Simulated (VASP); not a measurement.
Wanted: the native input for a VASP 6.6.1 run.

| Item | Value |
| --- | --- |
| Task | relaxation of volume and atoms at fixed shape |
| Functional | PBE |
| Potentials or basis | VASP PAW PBE potentials, release 64 (Al, O) |
| Cutoff | 600 eV |
| k mesh | 7 × 7 × 7 |
| Occupations | gaussian, width 0.15 eV |
| Spin | no spin polarisation |
| Dipole correction | no |
| Further INCAR settings | ALGO = Normal; EDIFF = 1e-06; IBRION = 2; EDIFFG = -0.02; NSW = 80; ISIF = 8 |

The structure of Al2O lies in POSCAR:

```
Al2O
1.0
    0.0000000000      2.8457100000      2.8457100000
    2.8457100000      0.0000000000      2.8457100000
    2.8457100000      2.8457100000      0.0000000000
Al O
2 1
Direct
    0.2500000000      0.2500000000      0.2500000000
    0.7500000000      0.7500000000      0.7500000000
    0.0000000000      0.0000000000      0.0000000000
```

The input as run:

INCAR

```
PREC = Accurate
ENCUT = 600
EDIFF = 1E-6
ISMEAR = 0
SIGMA = 0.15
LREAL = F
LASPH = T
NELM = 100
ALGO = Normal
ISIF = 8
LWAVE = F
LCHARG = F
GGA = PE
IBRION = 2
NSW = 80
EDIFFG = -0.02
```

KPOINTS

```
Automatic mesh
0
Gamma
  7 7 7
```

Potentials or basis: VASP PAW PBE potentials, release 64 (Al, O).

Launch:

```bash
$ cat potpaw_PBE.64/Al/POTCAR potpaw_PBE.64/O/POTCAR > POTCAR
$ mpirun -np 1 vasp_std > vasp.out
```

It gave:

```json
{
 "Pressure after relaxing": "-0.1 GPa",
 "Band gap on the k mesh": "zero (band 6 reaches 7.97 eV, above the bottom of band 7 at 6.23 eV)"
}
```

Caveat: the relaxation stopped at its first step, so nothing moved.

Wall time 18 s on 1 thread of AMD EPYC 7R43 64-Core Processor (Zen 3), with other jobs on the host, peak memory 0.14 GiB.
